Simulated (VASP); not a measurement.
A run of VASP 6.6.1:

File INCAR:

```
  PREC = Accurate
  ENCUT = 520
  EDIFF = 1E-6
  ISMEAR = 0
  SIGMA = 0.01
  LREAL = False
  LASPH = True
  NELM = 80
  ALGO = Normal
  ISIF = 2
  LWAVE = False
  LCHARG = False
  GGA = PS
  NBANDS = 11
```

Contents of KPOINTS:

```
Automatic mesh
0
Gamma
  4 4 4
```

POSCAR

```
MgS
1.0
    0.0000000000      2.5912100416      2.5912100416
    2.5912100416      0.0000000000      2.5912100416
    2.5912100416      2.5912100416      0.0000000000
Mg S
1 1
Direct
    0.0000000000      0.0000000000      0.0000000000
    0.5000000000      0.5000000000      0.5000000000
```

Potentials or basis: VASP PAW PBE potentials, release 64 (Mg, S).

Run with:

```sh
$ cat potpaw_PBE.64/Mg/POTCAR potpaw_PBE.64/S/POTCAR > POTCAR
$ mpirun -np 1 vasp_std > vasp.out
```

Hardware: 1 thread of AMD EPYC 7R13 Processor (Zen 3), on a shared host.

How long does it take, and how much memory?

It took 3.1 s on 1 thread of AMD EPYC 7R13 Processor (Zen 3), on a shared host, peak memory 0.12 GiB. Counts: scf iterations 11, k points 8.
